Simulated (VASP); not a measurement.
## La2Hf3O3: single point with PBE

Crystal: La2Hf3O3.

```
La Hf O
1.0
    -3.16066    3.16066    4.44127
     3.16066   -3.16066    4.44127
     3.16066    3.16066   -4.44127
La Hf O
2 3 3
Direct
  0.71710 0.71710 0.00000
  0.28290 0.28290 0.00000
  0.75000 0.25000 0.50000
  0.25000 0.75000 0.50000
  0.00000 0.00000 0.00000
  0.50000 0.00000 0.50000
  0.00000 0.50000 0.50000
  0.50000 0.50000 0.00000
```

| Quantity | Value |
| --- | --- |
| Program | VASP 6.6.1 |
| Task | single point |
| Functional | PBE |
| Potentials or basis | VASP PAW PBE potentials, release 64 (La, Hf_pv, O) |
| Cutoff | 520 eV |
| k mesh | 4 × 4 × 4 |
| Occupations | gaussian, width 0.1 eV |
| Spin | no spin polarisation |

| Item | Value |
| --- | --- |
| Pressure | -0.4 GPa |
| Largest force | 0.006 eV/Å |
| Band gap on the k mesh | zero (band 35 reaches 5.58 eV, above the bottom of band 36 at 4.35 eV) |

Forces in eV/Å, atoms in the order of the input:
```
La   0.000  0.000  0.006
La   0.000  0.000 -0.006
Hf   0.000  0.000  0.000
Hf   0.000  0.000  0.000
Hf   0.000  0.000  0.000
O    0.000  0.000  0.000
O    0.000  0.000  0.000
O    0.000  0.000  0.000
```

Stress tensor (GPa, compression positive):
```
-0.22  0.00  0.00
 0.00 -0.22  0.00
 0.00  0.00 -0.67
```

Levels at points of the mesh, in eV from the Fermi level:
| k point | band 32 | band 33 | band 34 | band 35 | band 36 | band 37 | band 38 | band 39 |
| --- | --- | --- | --- | --- | --- | --- | --- | --- |
| (0.00, 0.00, 0.00) | -1.24 | -0.99 | -0.99 | -0.90 | 0.21 | 1.03 | 1.59 | 1.59 |
| (0.50, 0.00, 0.00) | -1.02 | -0.52 | -0.40 | -0.28 | 0.53 | 0.78 | 1.18 | 1.40 |
| (0.50, 0.50, 0.00) | -0.67 | -0.10 | -0.02 | 0.61 | 1.00 | 1.19 | 1.22 | 1.24 |
| (0.50, 0.50, 0.50) | -1.62 | -1.51 | -1.51 | -0.85 | -0.62 | 0.40 | 1.03 | 1.45 |

Wall time 100 s on 1 thread of Intel(R) Xeon(R) 6975P-C (Granite Rapids) (shared host), peak memory 0.38 GiB.

Caveat: spin-orbit coupling is left out, which moves the levels of the heavy elements.
